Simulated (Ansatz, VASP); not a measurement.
**One calculation of Cu, two programs**

```
CELL_PARAMETERS angstrom
0.00000 2.73509 2.73509
2.73509 0.00000 2.73509
2.73509 2.73509 0.00000
ATOMIC_POSITIONS crystal
Cu 0.12500 0.12500 0.12500
Cu 0.87500 0.87500 0.87500
```

Alike in both runs: functional BLYP; k mesh 11 × 11 × 11; occupations fermi-dirac, width 0.1 eV; no spin polarisation.

Ansatz relaxed the structure, and its values are those at the end. VASP's run is a single point on that final structure, the one shown.

|  | VASP | Ansatz |
| --- | --- | --- |
| version | VASP 6.6.1 | Ansatz 0.2.0 |
| potentials or method | VASP PAW PBE potentials, release 64 (Cu), cutoff 520 eV | plane waves (420 eV) with PAW, scalar-relativistic |
| valence electrons in the cell | 22 | 38 |

|  | VASP | Ansatz | Ansatz less VASP |
| --- | --- | --- | --- |
| pressure (GPa) | 0.3 | 0.0 | -0.24 |

VASP's potentials were made for PBE, not for BLYP. VASP's potentials hold 22 valence electrons a cell and Ansatz's 38, so a difference there can come from the potentials and not from the codes.
